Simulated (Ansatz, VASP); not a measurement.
# W in VASP and in Ansatz

```
W
1.0
     2.76689    0.00000    0.00000
    -1.38344    2.39619    0.00000
     0.00000    0.00000   14.71869
W
6
Cartesian
  0.0000 0.0000 0.0000
  0.0000 1.5975 2.4566
  1.3834 0.7987 4.9027
  0.0000 0.0000 7.3593
  1.3834 0.7987 9.8160
  0.0000 1.5975 12.2620
```

Alike in both runs: functional r2SCAN; k mesh 18 × 18 × 4; occupations gaussian, width 0.1 eV; no spin polarisation.

Ansatz relaxed the structure, and its values are those at the end. VASP's run is a single point on that final structure, the one shown.

```csv
,VASP,Ansatz
version,VASP 6.6.1,Ansatz 0.2.0
potentials or method,"VASP PAW PBE potentials, release 64 (W_sv), cutoff 550 eV","scalar-relativistic, plane waves, PAW"
valence electrons in the cell,84,84
```

|  | VASP | Ansatz | Ansatz less VASP |
| --- | --- | --- | --- |
| gap on the k mesh at the Fermi level (eV) | none | none | - |
| pressure (GPa) | 1.1 | 0.0 | -1.14 |

VASP's potentials were made for PBE, not for r2SCAN. A gap of «none» marks a metal or a gap that the smearing closes. The functional is the same, so the differences come from potentials, cutoffs and numerics.

Spin-orbit coupling is off throughout.
